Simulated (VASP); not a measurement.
# Sn (Pmmn) in VASP: further runs

Sn is run at these levels: PBE; tasks: single point, relaxation of cell and atoms.

Program: VASP 6.6.1. These are calculated values, not measurements. Logs are shortened: lines on timing, memory, paths and dates and some standing lists are left out, and cuts for length are marked.

## Step 1: The cell of the first run

The structure is orthorhombic, space group Pmmn (No. 59). The conventional cell has a = 3.284 Å, b = 3.404 Å, c = 2.866 Å, α = 90.00°, β = 90.00°, γ = 90.00°. Sn (site symmetry mm2) has 14 Sn at 2.52 to 3.40 Å within 3.5 Å.

The cell was built from a structure type or drawn by symmetry, and may not be a known phase.

## Step 2: Single point, PBE

File INCAR:

```
SYSTEM = Sn
PREC = Accurate
ENCUT = 520
EDIFF = 1E-7
ISMEAR = 0
SIGMA = 0.1
LREAL = .FALSE.
LASPH = .TRUE.
NELM = 80
ALGO = Fast
ISIF = 2
LWAVE = .FALSE.
LCHARG = .FALSE.
GGA = PE
NBANDS = 21
```

File KPOINTS:

```
Automatic mesh
0
G
  6 6 6
  0 0 0
```

File POSCAR:

```
Sn
1.0
    3.2836297500      0.0000000000      0.0000000000
    0.0000000000      3.4044316000      0.0000000000
    0.0000000000      0.0000000000      2.8655869200
Sn
2
Direct
    0.0000000000      0.0000000000      0.6502296600
    0.5000000000      0.5000000000      0.3497703400
```

Potentials or basis: VASP PAW PBE potentials, release 64 (Sn_d).

On the command line:

```console
cat potpaw_PBE.64/Sn_d/POTCAR > POTCAR
mpirun -np 1 vasp_std > vasp.out
```

OUTCAR:

```text
SYSTEM = Sn
   PREC = Accurate
   ENCUT = 520
   EDIFF = 1E-7
   ISMEAR = 0
   LREAL = .FALSE.
   LASPH = .TRUE.
   NELM = 80
   ISIF = 2
   GGA = PE

 ion  position               nearest neighbor table
   1  0.000  0.000  0.650-   2 2.52   2 2.52   2 2.52   2 2.52   2 3.10   2 3.10   2 3.10   2 3.10

   2  0.500  0.500  0.350-   1 2.52   1 2.52   1 2.52   1 2.52   1 3.10   1 3.10   1 3.10   1 3.10

  LATTYP: Found a simple orthorhombic cell.
 ALAT       =     2.8655869200
 B/A-ratio  =     1.1458838422
 C/A-ratio  =     1.1880399007

  Lattice vectors:

 A1 = (   0.0000000000,   0.0000000000,   2.8655869200)
 A2 = (   3.2836297500,   0.0000000000,   0.0000000000)
 A3 = (   0.0000000000,   3.4044316000,   0.0000000000)

Analysis of symmetry for initial positions (statically):
=====================================================================
 Subroutine PRICEL returns:
 Original cell was already a primitive cell.

 Routine SETGRP: Setting up the symmetry group for a
 simple orthorhombic supercell.

 Subroutine GETGRP returns: Found  8 space group operations
 (whereof  4 operations were pure point group operations)
 out of a pool of  8 trial point group operations.

The static configuration has the point symmetry C_2v.
 The point group associated with its full space group is D_2h.

Analysis of symmetry for dynamics (positions and initial velocities):
=====================================================================
 Subroutine PRICEL returns:
 Original cell was already a primitive cell.

 Routine SETGRP: Setting up the symmetry group for a
 simple orthorhombic supercell.

 Subroutine GETGRP returns: Found  8 space group operations
 (whereof  4 operations were pure point group operations)
 out of a pool of  8 trial point group operations.

The dynamic configuration has the point symmetry C_2v.
 The point group associated with its full space group is D_2h.

 Subroutine INISYM returns: Found  8 space group operations
 (whereof  4 operations are pure point group operations),
 and found     1 'primitive' translations

----------------------------------------------------------------------------------------

                                     Primitive cell

  volume of cell :      32.0341

  direct lattice vectors                    reciprocal lattice vectors
     3.283629750  0.000000000  0.000000000     0.304541034  0.000000000  0.000000000
     0.000000000  3.404431600  0.000000000     0.000000000  0.293734790  0.000000000
     0.000000000  0.000000000  2.865586920     0.000000000  0.000000000  0.348968650

  length of vectors
     3.283629750  3.404431600  2.865586920     0.304541034  0.293734790  0.348968650

  position of ions in fractional coordinates (direct lattice)
     0.000000000  0.000000000  0.650229660
     0.500000000  0.500000000  0.349770340

  ion indices of the primitive-cell ions
   primitive index   ion index
                 1           1
                 2           2

----------------------------------------------------------------------------------------

 KPOINTS: Automatic mesh

Automatic generation of k-mesh.
 Grid dimensions read from file:
 generate k-points for:    6    6    6

 Generating k-lattice:

  Cartesian coordinates                     Fractional coordinates (reciprocal lattice)
     0.050756839  0.000000000  0.000000000     0.166666667  0.000000000  0.000000000
     0.000000000  0.048955798  0.000000000     0.000000000  0.166666667  0.000000000
     0.000000000  0.000000000  0.058161442     0.000000000  0.000000000  0.166666667

  Length of vectors
     0.050756839  0.048955798  0.058161442

  Shift w.r.t. Gamma in fractional coordinates (k-lattice)
     0.000000000  0.000000000  0.000000000

 Subroutine IBZKPT returns following result:
 ===========================================

 Found     64 irreducible k-points:

 Following reciprocal coordinates:
            Coordinates               Weight
  0.000000  0.000000  0.000000      1.000000
  0.166667  0.000000  0.000000      2.000000
  0.333333  0.000000  0.000000      2.000000
  0.500000  0.000000  0.000000      1.000000
  0.000000  0.166667  0.000000      2.000000
  0.166667  0.166667  0.000000      4.000000
[... 16 lines left out ...]
  0.333333  0.166667  0.166667      8.000000
  0.500000  0.166667  0.166667      4.000000
 [... further k-points ...]
   k-points           NKPTS =     64   k-points in BZ     NKDIM =     64   number of bands    NBANDS=     21
   number of dos      NEDOS =    301   number of ions     NIONS =      2
   total plane-waves  NPLWV =  16128
   dimension x,y,z NGX =    24 NGY =   28 NGZ =   24
   dimension x,y,z NGXF=    48 NGYF=   56 NGZF=   48
   ions per type =               2
   NGX,Y,Z   is equivalent  to a cutoff of  12.15, 13.67, 13.92 a.u.
   NGXF,Y,Z  is equivalent  to a cutoff of  24.30, 27.35, 27.85 a.u.
 SYSTEM =  Sn
   PREC   = accura    normal or accurate (medium, high low for compatibility)
   ISTART =      0    job   : 0-new  1-cont  2-samecut
   ICHARG =      2    charge: 1-file 2-atom 10-const
   ISPIN  =      1    spin polarized calculation?
   LNONCOLLINEAR =      F non collinear calculations
   LSORBIT =      F    spin-orbit coupling
   LASPH  =      T    aspherical Exc in radial PAW
   ENCUT  =  520.0 eV  38.22 Ry    6.18 a.u.   6.11  6.33  5.33*2*pi/ulx,y,z
   NELM   =     80;   NELMIN=  2; NELMDL= -5     # of ELM steps
   EDIFF  = 0.1E-06   stopping-criterion for ELM
   LREAL  =      F    real-space projection
   EDIFFG = 0.1E-05   stopping-criterion for IOM
   NSW    =      0    number of steps for IOM
   IBRION =     -1    ionic relax: 0-MD 1-quasi-New 2-CG
   NFREE  =      0    steps in history (QN), initial steepest desc. (CG)
   ISIF   =      2    stress and relaxation
   ISYM   =      2    0-nonsym 1-usesym 2-fastsym
   POTIM  = 0.5000    time-step for ionic-motion
   TEBEG  =    0.0;   TEEND  =   0.0 temperature during run
   PSTRESS=    0.0 pullay stress
   NELECT =      28.0000    total number of electrons
   NUPDOWN=      -1.0000    fix difference up-down
   EMIN   =  10.00;   EMAX   =-10.00  energy-range for DOS
   EFERMI =   0.00;   METHOD = LEGACY
   ISMEAR =     0;   SIGMA  =   0.10  broadening in eV -4-tet -1-fermi 0-gaus
   EFERMI_NEDOS =   21; number of points for ismear=-14 and -15
   IALGO  =     68    algorithm
   IMIX   =      4    mixing-type and parameters
     AMIX     =   0.40;   BMIX     =  1.00
     AMIX_MAG =   1.60;   BMIX_MAG =  1.00
  volume/ion in A,a.u.               =      16.02       108.09
  Fermi-wavevector in a.u.,A,eV,Ry     =   1.565273  2.957937 33.335349  2.450079
  Thomas-Fermi vector in A             =   2.667773
   LORBIT       =      0    0 simple, 1 ext, 2 COOP (PROOUT), +10 PAW based schemes
   GGA     = PE    functional components
   LHFCALC =     F    Hartree Fock is set to
   AEXX    =    0.0000 exact exchange contribution
   IVDW    =     0    specifies the selected vdW correction
   LEPSILON=     F    determine dielectric tensor
   LRPA    =     F    only Hartree local field effects (RPA)
 non-spin polarized calculation
 RMM-DIIS sequential band-by-band and
 Gauss-broadening in eV      SIGMA  =   0.10
  energy-cutoff  :      520.00
  volume of cell :       32.03
 maximum number of plane-waves:       888
   NGX = 13   NGY = 13   NGZ = 11

 number of electron      27.9999995 magnetization

 Free energy of the ion-electron system (eV)
  ---------------------------------------------------
  ext. energy  EPLUGINS =         0.00000000
  ---------------------------------------------------
  free energy    TOTEN  =        -2.13308403 eV

  energy without entropy =       -2.12569227  energy(sigma->0) =       -2.12938815

 E-fermi :  16.7509     XC(G=0): -13.0601

 val. band max:       16.6309044498   @ k =   0.3333   0.0000   0.3333
 cond. band min:      16.7696736630   @ k =   0.1667   0.3333   0.1667
 fundamental gap:      0.1387692132
 Fermi energy:        16.7508969487

 k-point     1 :       0.0000    0.0000    0.0000
  band No.  band energies     occupation
      1      -6.8401      2.00000
      2      -6.6989      2.00000
      3      -6.3320      2.00000
      4      -6.1688      2.00000
      5      -5.8854      2.00000
      6      -5.8633      2.00000
[... 13 lines left out ...]
     20      31.5328      0.00000
     21      32.1930      0.00000

 k-point     2 :       0.1667    0.0000    0.0000
  band No.  band energies     occupation
      1      -6.7921      2.00000
      2      -6.5919      2.00000
      3      -6.3749      2.00000
      4      -6.2344      2.00000
      5      -5.9439      2.00000
      6      -5.7733      2.00000
[... 13 lines left out ...]
     20      30.4615      0.00000
     21      30.8780      0.00000

 k-point     3 :       0.3333    0.0000    0.0000
  band No.  band energies     occupation
      1      -6.6419      2.00000
      2      -6.4947      2.00000
      3      -6.3673      2.00000
      4      -6.2301      2.00000
      5      -6.1288      2.00000
      6      -5.6240      2.00000
[... 13 lines left out ...]
     20      28.1049      0.00000
     21      28.5166      0.00000

 k-point     4 :       0.5000    0.0000    0.0000
  band No.  band energies     occupation
      1      -6.4689      2.00000
      2      -6.4689      2.00000
      3      -6.3980      2.00000
      4      -6.3980      2.00000
      5      -5.8818      2.00000
      6      -5.8818      2.00000
[... 13 lines left out ...]
     20      27.1290      0.00000
     21      32.8515      0.00000

 k-point     5 :       0.0000    0.1667    0.0000
  band No.  band energies     occupation
      1      -6.7814      2.00000
      2      -6.6035      2.00000
      3      -6.3784      2.00000
      4      -6.2420      2.00000
      5      -5.9167      2.00000
      6      -5.7864      2.00000
[... 13 lines left out ...]
     20      29.9372      0.00000
     21      30.3724      0.00000
[... 382 lines left out ...]
     20      28.1026      0.00000
     21      29.2392      0.00000

 k-point    22 :       0.1667    0.1667    0.1667
  band No.  band energies     occupation
      1      -6.7420      2.00000
      2      -6.4666      2.00000
      3      -6.3183      2.00000
      4      -6.1731      2.00000
      5      -5.9300      2.00000
      6      -5.8125      2.00000
[... 13 lines left out ...]
     20      28.7415      0.00000
     21      29.2131      0.00000

 k-point    23 :       0.3333    0.1667    0.1667
  band No.  band energies     occupation
      1      -6.6344      2.00000
      2      -6.4117      2.00000
      3      -6.2719      2.00000
      4      -6.2059      2.00000
      5      -6.0585      2.00000
      6      -5.7256      2.00000
[... 13 lines left out ...]
     20      28.1653      0.00000
     21      29.7383      0.00000

 k-point    24 :       0.5000    0.1667    0.1667
  band No.  band energies     occupation
      1      -6.4495      2.00000
      2      -6.4495      2.00000
      3      -6.3461      2.00000
      4      -6.3461      2.00000
      5      -5.8300      2.00000
      6      -5.8300      2.00000
[... 13 lines left out ...]
     20      27.9446      0.00000
     21      31.5723      0.00000

 [... further k-points ...]

------------------------ aborting loop because EDIFF is reached ----------------------------------------

  FORCE on cell =-STRESS in cart. coord.  units (eV):
  Direction    XX          YY          ZZ          XY          YZ          ZX
  --------------------------------------------------------------------------------------
  -------------------------------------------------------------------------------------
  Total       24.3640165     25.1778145     18.8561170      0.0000000      0.0000000      0.0000000
  in kB     1218.5604716   1259.2623829    943.0841933      0.0000000      0.0000000      0.0000000
  external PRESSURE =    1140.3023493 kB  Pullay stress =       0.0000000 kB

 VOLUME and BASIS-vectors are now :
 -----------------------------------------------------------------------------
  energy-cutoff  :      520.00
  volume of cell :       32.03
      direct lattice vectors                 reciprocal lattice vectors
     3.283629750  0.000000000  0.000000000     0.304541034  0.000000000  0.000000000
     0.000000000  3.404431600  0.000000000     0.000000000  0.293734790  0.000000000
     0.000000000  0.000000000  2.865586920     0.000000000  0.000000000  0.348968650

 POSITION                                       TOTAL-FORCE (eV/Angst)
 -----------------------------------------------------------------------------------
      0.00000      0.00000      1.86329         0.000000      0.000000      3.461001
      1.64181      1.70222      1.00230         0.000000      0.000000     -3.461001
 -----------------------------------------------------------------------------------
    total drift:                                0.000000     -0.000000      0.000000

  FREE ENERGIE OF THE ION-ELECTRON SYSTEM (eV)
  ---------------------------------------------------
  free  energy   TOTEN  =        -2.1330840341 eV

  energy  without entropy=       -2.1256922654  energy(sigma->0) =       -2.12938815
```

Run time: 15 s. Hardware: 1 thread of Intel Xeon 6975P-C (Granite Rapids), shared host; peak memory 0.16 GiB.

Results:

```
Free energy            : -2.1331 eV
Pressure               : 114.0 GPa
Largest force          : 3.461 eV/Å
Band gap on the k mesh : zero (bands 14 and 15 overlap by 7.79 eV)
```

Forces on the atoms (eV/Å):
```
Sn   0.000  0.000  3.461
Sn   0.000  0.000 -3.461
```

Levels at points of the mesh, in eV from the Fermi level:
```
           k point  band 12  band 13  band 14  band 15  band 16  band 17
(0.00, 0.00, 0.00)    -3.62    -2.67    -0.31     2.66     3.31     4.76
(0.50, 0.00, 0.00)   -12.58     1.30     1.30     3.14     3.14     5.54
(0.00, 0.50, 0.00)   -12.87     1.94     1.94     4.00     4.00     5.31
(0.50, 0.50, 0.00)    -8.72    -8.57    -8.57     8.82     8.82    10.10
(0.00, 0.00, 0.50)   -10.04     0.37     1.33     2.47     4.63     4.85
(0.50, 0.00, 0.50)    -8.49    -5.83    -5.83     4.23     4.23     5.51
(0.00, 0.50, 0.50)    -8.74    -6.11    -6.11     4.93     4.93     6.24
(0.50, 0.50, 0.50)    -4.85    -4.27    -4.27    -3.85    -3.85    -0.51
```

Caveat: the k points lie up to 0.37 Å⁻¹ apart, too coarse for converged energies and pressures of a metal; spin-orbit coupling is left out, which moves the levels of the heavy elements; forces of over 1 eV/Å act on the atoms, so gaps and moduli don't describe the material at rest.

## Step 3: Relaxation of cell and atoms, PBE

File INCAR:

```
PREC     = Accurate       # precision mode
ENCUT    = 600            # plane-wave cutoff, eV
EDIFF    = 1E-7           # SCF threshold, eV
ISMEAR   = 0              # smearing method
SIGMA    = 0.1            # smearing width, eV
LREAL    = F              # projectors in reciprocal space
LASPH    = T              # aspherical terms in the spheres
NELM     = 80             # most SCF steps
ALGO     = Normal         # electronic algorithm
ISIF     = 3              # what is computed and relaxed
LWAVE    = F              # write WAVECAR
LCHARG   = F              # write CHGCAR
GGA      = PE             # functional
IBRION   = 2              # ionic algorithm
NSW      = 90             # ionic steps
EDIFFG   = -0.04          # ionic threshold
```

File KPOINTS:

```
Automatic mesh
0
Gamma
  6 6 6
```

POSCAR is that of step 2.

Potentials or basis: VASP PAW PBE potentials, release 64 (Sn_d).

On the command line:

```console
cat potpaw_PBE.64/Sn_d/POTCAR > POTCAR
mpirun -np 1 vasp_std > vasp.out
```

Wall time 6.9 min (1 thread of Intel Xeon 6975P-C (Granite Rapids), shared host); peak memory 0.17 GiB.

It converged, with:

```yaml
Free_energy: -7.6128 eV
Relaxed_volume: 27.60 Å³/atom
Relaxed_cell: a = 3.904 Å, b = 3.898 Å, c = 3.627 Å, α = 90.00°, β = 90.00°, γ = 90.00°
Space_group_after_relaxing_to_0.1_Å: I4/mmm (No. 139)
Energy_gained_by_relaxing: 2739.7 meV/atom
Ionic_steps: 32
Pressure_after_relaxing: -0.2 GPa
Largest_force_after_relaxing: 0.028 eV/Å
```

Forces on the atoms (eV/Å):
```
Sn   0.000  0.000  0.028
Sn   0.000  0.000 -0.028
```

Stress tensor (GPa, compression positive):
```
-0.19  0.00  0.00
 0.00 -0.21  0.00
 0.00  0.00 -0.11
```

Step by step:
| step | energy change (eV) | largest force (eV/Å) | pressure (GPa) | volume (Å³) |
| --- | --- | --- | --- | --- |
| 1 | 0.0000 | 3.4610 | 114.12 | 32.03 |
| 2 | -2.9032 | 0.1104 | -6.48 | 119.03 |
| 3 | -5.3664 | 0.1488 | -2.24 | 60.78 |
| 4 | -5.3798 | 0.1659 | -1.54 | 59.61 |
| 5 | -5.3898 | 0.1892 | 0.05 | 57.35 |
| 6 | -5.3894 | 0.1840 | -0.42 | 57.96 |
| 7 | -5.3952 | 0.1957 | -0.42 | 57.88 |
| 8 | -5.4098 | 0.1830 | -0.50 | 57.63 |
| 9 | -5.4207 | 0.1545 | -0.46 | 57.07 |
| 10 | -5.4281 | 0.1280 | 0.28 | 56.10 |
| 11 | -5.4292 | 0.1123 | 0.77 | 55.52 |
| 12 | -5.4339 | 0.0676 | 0.45 | 55.77 |
| 13 | -5.4353 | 0.0352 | 0.14 | 56.00 |
| 14 | -5.4372 | 0.0396 | -0.07 | 56.23 |
| 15 | -5.4415 | 0.0777 | -0.82 | 56.92 |
| 16 | -5.4443 | 0.0767 | -2.05 | 58.25 |
| 17 | -5.4440 | 0.0833 | -1.51 | 57.63 |
| 18 | -5.4446 | 0.0801 | -1.77 | 57.92 |
| 19 | -5.4449 | 0.0799 | -1.78 | 57.93 |
| 20 | -5.4456 | 0.0791 | -1.83 | 57.97 |
| 21 | -5.4471 | 0.0781 | -1.90 | 58.04 |
| 22 | -5.4495 | 0.0748 | -2.12 | 58.18 |
| 23 | -5.4494 | 0.0556 | -2.55 | 58.43 |
| 24 | -5.4504 | 0.0697 | -2.33 | 58.28 |
| 25 | -5.4534 | 0.0683 | -2.24 | 58.11 |
| 26 | -5.4612 | 0.0635 | -1.96 | 57.58 |
| 27 | -5.4728 | 0.0448 | -1.27 | 56.53 |
| 28 | -5.4728 | 0.0028 | 0.54 | 54.44 |
| 29 | -5.4776 | 0.0225 | -0.44 | 55.46 |
| 30 | -5.4776 | 0.0239 | -0.48 | 55.51 |
| 31 | -5.4784 | 0.0249 | -0.40 | 55.44 |
| 32 | -5.4794 | 0.0283 | -0.17 | 55.20 |

Final structure:
```
Sn
1.0
     3.90433    0.00000    0.00000
     0.00000    3.89798    0.00000
     0.00000    0.00000    3.62710
Sn
2
Direct
  0.00000 0.00000 0.74745
  0.50000 0.50000 0.25255
```

Levels at points of the mesh, in eV from the Fermi level:
```
           k point  band 10  band 11  band 12  band 13  band 14  band 15  band 16  band 17  band 18
(0.00, 0.00, 0.00)   -21.09   -10.71    -2.43    -0.63    -0.61     0.77     3.79     4.63     7.85
(0.50, 0.00, 0.00)   -21.19    -8.17    -8.17     2.18     2.18     2.45     2.45     3.50     3.50
(0.00, 0.50, 0.00)   -21.19    -8.16    -8.16     2.16     2.16     2.43     2.43     3.50     3.50
(0.50, 0.50, 0.00)   -21.08    -6.44    -6.44    -4.20    -4.20     4.48     4.48     6.50     6.50
(0.00, 0.00, 0.50)   -21.17    -7.79    -7.70     1.80     1.84     2.48     2.50     2.58     2.61
(0.50, 0.00, 0.50)   -21.08    -5.95    -5.95    -4.00    -4.00     3.58     3.58     5.26     5.26
(0.00, 0.50, 0.50)   -21.08    -5.94    -5.94    -4.00    -4.00     3.56     3.56     5.23     5.23
(0.50, 0.50, 0.50)   -21.15    -4.85    -4.85    -1.41    -1.41    -1.04    -1.04    -0.94    -0.94
```

Caveat: the k points lie up to 0.29 Å⁻¹ apart in the final cell; the volume moved by over 15 % at a fixed basis, so the end points are rough; the highest band is partly filled, so the run has too few bands; spin-orbit coupling is left out, which moves the levels of the heavy elements.
